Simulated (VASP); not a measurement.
Sc3Al, 4 atoms in the cell. Symmetry: Pmmm, No. 47, orthorhombic system. The conventional cell has a = 2.928 Å, b = 4.140 Å, c = 5.856 Å, α = 90.00°, β = 90.00°, γ = 90.00°. Within 3.9 Å of Sc (site symmetry mm2) lie 8 Sc at 2.93 Å and 4 Al at 2.93 Å. Within 3.9 Å of Sc (site symmetry mmm) lie 10 Sc at 2.93 Å and 2 Al at 2.93 Å. Within 3.9 Å of Al (site symmetry mmm) lie 10 Sc at 2.93 Å and 2 Al at 2.93 Å. 

| Property | Result |
| --- | --- |
| Program | VASP 6.6.1 |
| Task | single point |
| Functional | PBE |
| Potentials or basis | VASP PAW PBE potentials, release 64 (Sc_sv, Al) |
| Cutoff | 520 eV |
| k mesh | 6 × 4 × 4 |
| Occupations | gaussian, width 0.1 eV |
| Spin | no spin polarisation |
| Dipole correction | no |
| Further INCAR settings | ALGO = Normal; EDIFF = 1e-06; NBANDS = 26 |

Potentials or basis: VASP PAW PBE potentials, release 64 (Sc_sv, Al).

Command:

```bash
$ cat potpaw_PBE.64/Sc_sv/POTCAR potpaw_PBE.64/Al/POTCAR > POTCAR
$ mpirun -np 1 vasp_std > vasp.out
```

Hardware: 1 thread of Intel(R) Xeon(R) Platinum 8259CL CPU @ 2.50GHz (Skylake/Cascade Lake), on a shared host.

Problem. How long does it take, and how much memory?

Solution. Run time: 56 s on 1 thread of Intel(R) Xeon(R) Platinum 8259CL CPU @ 2.50GHz (Skylake/Cascade Lake), with other jobs on the host, peak memory 0.21 GiB. Counts: scf iterations 14, k points 36.
